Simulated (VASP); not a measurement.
# C: single point with LDA

Crystal: C.

```
C
1.0
     0.00000    1.78012    1.78012
     1.78012    0.00000    1.78012
     1.78012    1.78012    0.00000
C
2
Cartesian
  0.0000 0.0000 0.0000
  0.8901 0.8901 0.8901
```

| Quantity | Value |
| --- | --- |
| Program | VASP 6.6.1 |
| Task | single point |
| Functional | LDA |
| Potentials or basis | VASP PAW LDA potentials, release 64 (C) |
| Cutoff | 600 eV |
| k mesh | 8 × 8 × 8 |
| Occupations | gaussian, width 0.01 eV |
| Spin | no spin polarisation |

```
Pressure               : -10.0 GPa
Band gap on the k mesh : 4.11 eV, indirect (least direct gap 5.56 eV)
```

Levels at points of the mesh, in eV from the valence-band top:
```tsv
k point	band 1	band 2	band 3	band 4	band 5	band 6	band 7	band 8
(0.00, 0.00, 0.00)	-21.39	0.00	0.00	0.00	5.56	5.56	5.56	13.68
(0.50, 0.00, 0.00)	-15.52	-13.42	-2.80	-2.80	8.41	8.41	9.09	15.45
(0.50, 0.50, 0.00)	-12.65	-12.65	-6.32	-6.32	4.72	4.72	16.70	16.70
```

It took 3.2 s on 1 thread of Intel(R) Xeon(R) Platinum 8375C CPU @ 2.90GHz (Ice Lake) (shared host), peak memory 0.11 GiB.

A k mesh can miss the band edges.
